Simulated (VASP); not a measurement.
# C (Fd-3m) in VASP: further runs

The runs below take C through relaxation of cell and atoms, with LDA.

Program: VASP 6.6.1. These are calculated values, not measurements. Logs are shortened: lines on timing, memory, paths and dates and some standing lists are left out, and cuts for length are marked.

### 1 The cell of the first run

It takes space group Fd-3m (No. 227, cubic). The conventional cell has a = 3.532 Å, b = 3.532 Å, c = 3.532 Å, α = 90.00°, β = 90.00°, γ = 90.00°. C (site symmetry -43m) has 4 C at 1.53 Å within 2.0 Å.

### 2 Relaxation of cell and atoms, LDA

INCAR reads:

```
PREC = Accurate ; ENCUT = 600
EDIFF = 1E-7 ; ISMEAR = 0
SIGMA = 0.02 ; LREAL = False
LASPH = True ; NELM = 120
ALGO = Normal ; ISIF = 3
LWAVE = False ; LCHARG = False
GGA = CA ; IBRION = 2
NSW = 100 ; EDIFFG = -0.002
GGA_COMPAT = False ; NELMIN = 4
```

KPOINTS reads:

```
regular mesh
0
Gamma
  8 8 8
```

POSCAR reads:

```
C
1.0
    0.0000000000      1.7660493904      1.7660493904
    1.7660493904      0.0000000000      1.7660493904
    1.7660493904      1.7660493904      0.0000000000
C
2
Direct
    0.5000000000      0.5000000000      0.5000000000
    0.7500000000      0.7500000000      0.7500000000
```

Potentials or basis: VASP PAW LDA potentials, release 64 (C).

Started as:

```console
$ cat potpaw_LDA.64/C/POTCAR > POTCAR
$ mpirun -np 1 vasp_std > vasp.out
```

OUTCAR:

```text
PREC = Accurate
   ENCUT = 600
   EDIFF = 1E-7
   ISMEAR = 0
   LREAL = False
   LASPH = True
   NELM = 120
   ISIF = 3
   GGA = CA
   IBRION = 2
   NSW = 100
   EDIFFG = -0.002
   NELMIN = 4

 ion  position               nearest neighbor table
   1  0.500  0.500  0.500-   2 1.53   2 1.53   2 1.53   2 1.53
   2  0.750  0.750  0.750-   1 1.53   1 1.53   1 1.53   1 1.53

  LATTYP: Found a face centered cubic cell.
 ALAT       =     3.5320987808

  Lattice vectors:

 A1 = (   0.0000000000,   1.7660493904,   1.7660493904)
 A2 = (   1.7660493904,   0.0000000000,   1.7660493904)
 A3 = (   1.7660493904,   1.7660493904,   0.0000000000)

Analysis of symmetry for initial positions (statically):
=====================================================================
 Subroutine PRICEL returns:
 Original cell was already a primitive cell.

 Routine SETGRP: Setting up the symmetry group for a
 face centered cubic supercell.

 Subroutine GETGRP returns: Found 48 space group operations
 (whereof 24 operations were pure point group operations)
 out of a pool of 48 trial point group operations.

The static configuration has the point symmetry T_d .
 The point group associated with its full space group is O_h .

Analysis of symmetry for dynamics (positions and initial velocities):
=====================================================================
 Subroutine PRICEL returns:
 Original cell was already a primitive cell.

 Routine SETGRP: Setting up the symmetry group for a
 face centered cubic supercell.

 Subroutine GETGRP returns: Found 48 space group operations
 (whereof 24 operations were pure point group operations)
 out of a pool of 48 trial point group operations.

The dynamic configuration has the point symmetry T_d .
 The point group associated with its full space group is O_h .

 Subroutine INISYM returns: Found 48 space group operations
 (whereof 24 operations are pure point group operations),
 and found     1 'primitive' translations

----------------------------------------------------------------------------------------

                                     Primitive cell

  volume of cell :      11.0164

  direct lattice vectors                    reciprocal lattice vectors
     0.000000000  1.766049390  1.766049390    -0.283117790  0.283117790  0.283117790
     1.766049390  0.000000000  1.766049390     0.283117790 -0.283117790  0.283117790
     1.766049390  1.766049390  0.000000000     0.283117790  0.283117790 -0.283117790

  length of vectors
     2.497571000  2.497571000  2.497571000     0.490374396  0.490374396  0.490374396

  position of ions in fractional coordinates (direct lattice)
     0.500000000  0.500000000  0.500000000
     0.750000000  0.750000000  0.750000000

  ion indices of the primitive-cell ions
   primitive index   ion index
                 1           1
                 2           2

----------------------------------------------------------------------------------------

 KPOINTS: regular mesh

Automatic generation of k-mesh.
 Grid dimensions read from file:
 generate k-points for:    8    8    8

 Generating k-lattice:

  Cartesian coordinates                     Fractional coordinates (reciprocal lattice)
    -0.035389724  0.035389724  0.035389724     0.125000000  0.000000000  0.000000000
     0.035389724 -0.035389724  0.035389724     0.000000000  0.125000000  0.000000000
     0.035389724  0.035389724 -0.035389724     0.000000000  0.000000000  0.125000000

  Length of vectors
     0.061296800  0.061296800  0.061296800

  Shift w.r.t. Gamma in fractional coordinates (k-lattice)
     0.000000000  0.000000000  0.000000000

 Subroutine IBZKPT returns following result:
 ===========================================

 Found     29 irreducible k-points:

 Following reciprocal coordinates:
            Coordinates               Weight
  0.000000  0.000000  0.000000      1.000000
  0.125000  0.000000  0.000000      8.000000
  0.250000  0.000000  0.000000      8.000000
  0.375000  0.000000  0.000000      8.000000
  0.500000  0.000000  0.000000      4.000000
  0.125000  0.125000  0.000000      6.000000
[... 16 lines left out ...]
  0.500000  0.250000  0.125000     48.000000
 -0.375000  0.250000  0.125000     24.000000
 [... further k-points ...]
   k-points           NKPTS =     29   k-points in BZ     NKDIM =     29   number of bands    NBANDS=      8
   number of dos      NEDOS =    301   number of ions     NIONS =      2
   total plane-waves  NPLWV =   8000
   dimension x,y,z NGX =    20 NGY =   20 NGZ =   20
   dimension x,y,z NGXF=    40 NGYF=   40 NGZF=   40
   ions per type =               2
   NGX,Y,Z   is equivalent  to a cutoff of  13.31, 13.31, 13.31 a.u.
   NGXF,Y,Z  is equivalent  to a cutoff of  26.63, 26.63, 26.63 a.u.
 SYSTEM =  unknown system
   PREC   = accura    normal or accurate (medium, high low for compatibility)
   ISTART =      0    job   : 0-new  1-cont  2-samecut
   ICHARG =      2    charge: 1-file 2-atom 10-const
   ISPIN  =      1    spin polarized calculation?
   LNONCOLLINEAR =      F non collinear calculations
   LSORBIT =      F    spin-orbit coupling
   LASPH  =      T    aspherical Exc in radial PAW
   ENCUT  =  600.0 eV  44.10 Ry    6.64 a.u.   4.99  4.99  4.99*2*pi/ulx,y,z
   NELM   =    120;   NELMIN=  4; NELMDL= -5     # of ELM steps
   EDIFF  = 0.1E-06   stopping-criterion for ELM
   LREAL  =      F    real-space projection
   EDIFFG = -.2E-02   stopping-criterion for IOM
   NSW    =    100    number of steps for IOM
   IBRION =      2    ionic relax: 0-MD 1-quasi-New 2-CG
   NFREE  =      1    steps in history (QN), initial steepest desc. (CG)
   ISIF   =      3    stress and relaxation
   ISYM   =      2    0-nonsym 1-usesym 2-fastsym
   POTIM  = 0.5000    time-step for ionic-motion
   TEBEG  =    0.0;   TEEND  =   0.0 temperature during run
   PSTRESS=    0.0 pullay stress
   NELECT =       8.0000    total number of electrons
   NUPDOWN=      -1.0000    fix difference up-down
   EMIN   =  10.00;   EMAX   =-10.00  energy-range for DOS
   EFERMI =   0.00;   METHOD = LEGACY
   ISMEAR =     0;   SIGMA  =   0.02  broadening in eV -4-tet -1-fermi 0-gaus
   EFERMI_NEDOS =   21; number of points for ismear=-14 and -15
   IALGO  =     38    algorithm
   IMIX   =      4    mixing-type and parameters
     AMIX     =   0.40;   BMIX     =  1.00
     AMIX_MAG =   1.60;   BMIX_MAG =  1.00
  volume/ion in A,a.u.               =       5.51        37.17
  Fermi-wavevector in a.u.,A,eV,Ry     =   1.471495  2.780721 29.460642  2.165296
  Thomas-Fermi vector in A             =   2.586624
   LORBIT       =      0    0 simple, 1 ext, 2 COOP (PROOUT), +10 PAW based schemes
   GGA     = CA    functional components
   LHFCALC =     F    Hartree Fock is set to
   AEXX    =    0.0000 exact exchange contribution
   IVDW    =     0    specifies the selected vdW correction
   LEPSILON=     F    determine dielectric tensor
   LRPA    =     F    only Hartree local field effects (RPA)
 conjugate gradient relaxation of ions
 non-spin polarized calculation
 Gauss-broadening in eV      SIGMA  =   0.02
  energy-cutoff  :      600.00
  volume of cell :       11.02
 maximum number of plane-waves:       380
   NGX =  9   NGY =  9   NGZ =  9

--------------------------------------- Ionic step        1  -------------------------------------------

 number of electron       7.9999998 magnetization

 Free energy of the ion-electron system (eV)
  ---------------------------------------------------
  ext. energy  EPLUGINS =         0.00000000
  ---------------------------------------------------
  free energy    TOTEN  =       -20.25123817 eV

  energy without entropy =      -20.25123817  energy(sigma->0) =      -20.25123817

------------------------ aborting loop because EDIFF is reached ----------------------------------------

  FORCE on cell =-STRESS in cart. coord.  units (eV):
  Direction    XX          YY          ZZ          XY          YZ          ZX
  --------------------------------------------------------------------------------------
  -------------------------------------------------------------------------------------
  Total        0.0481795      0.0481795      0.0481795     -0.0000000     -0.0000000      0.0000000
  in kB        7.0070350      7.0070350      7.0070350     -0.0000000     -0.0000000      0.0000000
  external PRESSURE =       7.0070350 kB  Pullay stress =       0.0000000 kB
[... 57 lines left out ...]
  energy  without entropy=      -20.2512116076  energy(sigma->0) =      -20.25121161

--------------------------------------- Ionic step        3  -------------------------------------------

 number of electron       7.9999998 magnetization

 Free energy of the ion-electron system (eV)
  ---------------------------------------------------
  ext. energy  EPLUGINS =         0.00000000
  ---------------------------------------------------
  free energy    TOTEN  =       -20.25127439 eV

  energy without entropy =      -20.25127439  energy(sigma->0) =      -20.25127439

 E-fermi :  10.2608     XC(G=0): -13.6343

 val. band max:       10.1328996967   @ k =   0.0000   0.0000   0.0000
 cond. band min:      14.2994209951   @ k =   0.3750   0.3750   0.0000
 fundamental gap:      4.1665212983
 Fermi energy:        10.2608402900

 k-point     1 :       0.0000    0.0000    0.0000
  band No.  band energies     occupation
      1     -11.5587      2.00000
      2      10.1329      2.00000
      3      10.1329      2.00000
      4      10.1329      2.00000
      5      15.7539      0.00000
      6      15.7539      0.00000
      7      15.7539      0.00000
      8      24.3284      0.00000
[... 243 lines left out ...]
 k-point    24 :      -0.3750    0.2500    0.1250
  band No.  band energies     occupation
      1      -4.5387      2.00000
      2      -2.4723      2.00000
      3       3.7509      2.00000
      4       5.3140      2.00000
      5      18.3973      0.00000
      6      19.8220      0.00000
      7      23.5518      0.00000
      8      25.1877      0.00000

 [... further k-points ...]
[... 5 lines left out ...]
  --------------------------------------------------------------------------------------
  -------------------------------------------------------------------------------------
  Total        0.0000750      0.0000750      0.0000750     -0.0000000     -0.0000000     -0.0000000
  in kB        0.0108899      0.0108899      0.0108899     -0.0000000     -0.0000000     -0.0000000
  external PRESSURE =       0.0108899 kB  Pullay stress =       0.0000000 kB
[... 17 lines left out ...]
  FREE ENERGIE OF THE ION-ELECTRON SYSTEM (eV)
  ---------------------------------------------------
  free  energy   TOTEN  =       -20.2512743885 eV

  energy  without entropy=      -20.2512743885  energy(sigma->0) =      -20.25127439

 reached required accuracy - stopping structural energy minimisation
```

It took 3.9 s on 1 thread of Intel Xeon Platinum 8375C at 2.90GHz (Ice Lake), shared host; peak memory 0.11 GiB.

What came out:

```
Free energy                            : -20.2513 eV
Relaxed volume                         : 5.52 Å³/atom
Relaxed cell                           : a = 2.499 Å, b = 2.499 Å, c = 2.499 Å, α = 60.00°, β = 60.00°, γ = 60.00°
Space group after relaxing (to 0.05 Å) : Fd-3m (No. 227)
Energy gained by relaxing              : 0.0 meV/atom
Ionic steps                            : 3
Pressure after relaxing                : 0.0 GPa
Band gap on the k mesh                 : 4.17 eV, indirect (least direct gap 5.62 eV)
```

Final structure:
```xyz
2
Lattice="0.0000 1.7669 1.7669 1.7669 0.0000 1.7669 1.7669 1.7669 0.0000" Properties=species:S:1:pos:R:3 pbc="T T T"
C     1.7669    1.7669    1.7669
C     2.6504    2.6504    2.6504
```

Levels at points of the mesh, in eV from the valence-band top:
```tsv
k point	band 1	band 2	band 3	band 4	band 5	band 6	band 7	band 8
(0.00, 0.00, 0.00)	-21.69	0.00	0.00	0.00	5.62	5.62	5.62	14.20
(0.50, 0.00, 0.00)	-15.69	-13.67	-2.86	-2.86	8.50	8.50	9.39	15.66
(0.50, 0.50, 0.00)	-12.81	-12.81	-6.46	-6.46	4.77	4.77	17.05	17.05
```

A k mesh can miss the band edges. As with any semilocal functional, this LDA gap is likely too small.

### 3 Relaxation of cell and atoms, LDA

This run uses another cell than the first one, of 5.67 Å³/atom, 1.030 times its volume.

INCAR reads:

```
PREC     = Accurate       # precision mode
ENCUT    = 600            # plane-wave cutoff, eV
EDIFF    = 1E-7           # SCF threshold, eV
ISMEAR   = 0              # smearing method
SIGMA    = 0.1            # smearing width, eV
LREAL    = False          # projectors in reciprocal space
LASPH    = True           # aspherical terms in the spheres
NELM     = 120            # most SCF steps
ALGO     = Normal         # electronic algorithm
ISIF     = 3              # what is computed and relaxed
LWAVE    = False          # write WAVECAR
LCHARG   = False          # write CHGCAR
GGA      = CA             # functional
IBRION   = 2              # ionic algorithm
NSW      = 100            # ionic steps
EDIFFG   = -0.05          # ionic threshold
GGA_COMPAT= False        
NELMIN   = 4
```

KPOINTS reads:

```
Automatic mesh
0
Gamma
  10 10 10
```

POSCAR reads:

```
C
1.0
    0.0000000000      1.7834000000      1.7834000000
    1.7834000000      0.0000000000      1.7834000000
    1.7834000000      1.7834000000      0.0000000000
C
2
Direct
    0.5000000000      0.5000000000      0.5000000000
    0.7500000000      0.7500000000      0.7500000000
```

Potentials or basis: VASP PAW LDA potentials, release 64 (C).

Started as:

```console
$ cat potpaw_LDA.64/C/POTCAR > POTCAR
$ mpirun -np 1 vasp_std > vasp.out
```

Wall time 5.7 s (1 thread of Intel Xeon Platinum 8375C at 2.90GHz (Ice Lake), shared host); peak memory 0.11 GiB.

The run converged. Its results:

```yaml
Free_energy: -20.2538 eV
Relaxed_volume: 5.52 Å³/atom
Relaxed_cell: a = 2.499 Å, b = 2.499 Å, c = 2.499 Å, α = 60.00°, β = 60.00°, γ = 60.00°
Space_group_after_relaxing_to_0.05_Å: Fd-3m (No. 227)
Energy_gained_by_relaxing: 6.2 meV/atom
Ionic_steps: 3
Pressure_after_relaxing: -0.1 GPa
Band_gap_on_the_k_mesh: 4.20 eV, indirect (least direct gap 5.62 eV)
```

The path:
```csv
step,energy change (eV),largest force (eV/Å),pressure (GPa),volume (Å³)
1,0.0000,0.0000,-12.39,11.34
2,0.0090,0.0000,17.98,10.64
3,-0.0124,0.0000,-0.11,11.03
```

Final structure:
```yaml
crystal:
  lattice:
    - [0.00000, 1.76697, 1.76697]
    - [1.76697, 0.00000, 1.76697]
    - [1.76697, 1.76697, 0.00000]
  atoms:
    - { symbol: C, position: [0.50000, 0.50000, 0.50000] }
    - { symbol: C, position: [0.75000, 0.75000, 0.75000] }
```

Levels at points of the mesh, in eV from the valence-band top:
```csv
k point,band 1,band 2,band 3,band 4,band 5,band 6,band 7,band 8
"(0.00, 0.00, 0.00)",-21.69,0.00,0.00,0.00,5.62,5.62,5.62,14.19
"(0.50, 0.00, 0.00)",-15.69,-13.67,-2.86,-2.86,8.50,8.50,9.39,15.66
"(0.50, 0.50, 0.00)",-12.81,-12.81,-6.46,-6.46,4.77,4.77,17.05,17.05
```

A k mesh can miss the band edges. LDA usually gives volumes a few per cent too small.
